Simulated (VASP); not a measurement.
Write the native input for VASP 6.6.1 that does the following.

- Task: single point
- Functional: PBE
- Potentials or basis: VASP PAW PBE potentials, release 64 (Zn, Se)
- Cutoff: 520 eV
- k mesh: 12 × 12 × 4
- Occupations: fermi-dirac, width 0.02 eV
- Spin: no spin polarisation
- Dipole correction: no
- Further INCAR settings: ALGO = Normal; EDIFF = 1e-07; NBANDS = 26

The structure of ZnSe lies in POSCAR:

```
ZnSe
1.0
    3.8181733019      0.0000000000      0.0000000000
   -1.9090866510      3.3066350755      0.0000000000
    0.0000000000      0.0000000000      6.1828629863
Zn Se
2 2
Direct
    0.0000000000      0.0000000000      0.0000000000
    0.0000000000      0.0000000000      0.5000000000
    0.3333333333      0.6666666667      0.2500000000
    0.6666666667      0.3333333333      0.7500000000
```

The input as run:

INCAR

```
SYSTEM = ZnSe
PREC = Accurate ; ENCUT = 520
EDIFF = 1E-7 ; ISMEAR = -1
SIGMA = 0.02 ; LREAL = .FALSE.
LASPH = .TRUE. ; NELM = 80
ALGO = Normal ; ISIF = 2
LWAVE = .FALSE. ; LCHARG = .FALSE.
GGA = PE ; NBANDS = 26
```

KPOINTS

```
regular mesh
0
G
  12 12 4
  0 0 0
```

Potentials or basis: VASP PAW PBE potentials, release 64 (Zn, Se).

The run is started by

```bash
$ cat potpaw_PBE.64/Zn/POTCAR potpaw_PBE.64/Se/POTCAR > POTCAR
$ mpirun -np 1 vasp_std > vasp.out
```

It gave:

* Pressure: 0.2 GPa
* Band gap on the k mesh: zero (bands 18 and 19 overlap by 0.40 eV)

Caveat: semilocal functionals underestimate gaps, and a narrow one can read as zero.

It took 3.1 min on 1 thread of Intel Xeon 8259CL, with other jobs on the host, peak memory 0.25 GiB.
